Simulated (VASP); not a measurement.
# Al: single point with PBE

The system is Al.

```
Al
1.0
     2.90764    0.00000   -0.00640
    -1.45382    2.51810    0.00000
     1.44879    0.83646    2.29206
Al
1
Cartesian
  0.0000 0.0000 0.0000
```

```json
{
  "Program": "VASP 6.6.1",
  "Task": "single point",
  "Functional": "PBE",
  "Potentials or basis": "VASP PAW PBE potentials, release 64 (Al)",
  "Cutoff": "500 eV",
  "k mesh": "12 × 12 × 15",
  "Occupations": "gaussian, width 0.1 eV",
  "Spin": "no spin polarisation"
}
```

```json
{"Pressure": "-1.4 GPa", "Band gap on the k mesh": "zero (an odd number of electrons rules out a gap without spin polarisation)"}
```

Stress tensor (GPa, compression positive):
```
-2.00  0.01 -0.06
 0.01 -2.01 -0.03
-0.06 -0.03 -0.06
```

Levels at points of the mesh, in eV from the Fermi level:
| k point | band 1 | band 2 | band 3 | band 4 | band 5 |
| --- | --- | --- | --- | --- | --- |
| (0.00, 0.00, 0.00) | -11.04 | 12.11 | 12.16 | 13.16 | 13.42 |
| (0.50, 0.00, 0.00) | -2.94 | -1.68 | 5.09 | 5.21 | 5.97 |
| (0.00, 0.50, 0.00) | -4.61 | -4.53 | 11.09 | 11.18 | 11.55 |
| (0.50, 0.50, 0.00) | -4.61 | -4.53 | 11.09 | 11.18 | 11.55 |

It took 76 s on 1 thread of Intel(R) Xeon(R) Platinum 8488C (Sapphire Rapids), on a shared host, peak memory 0.23 GiB.
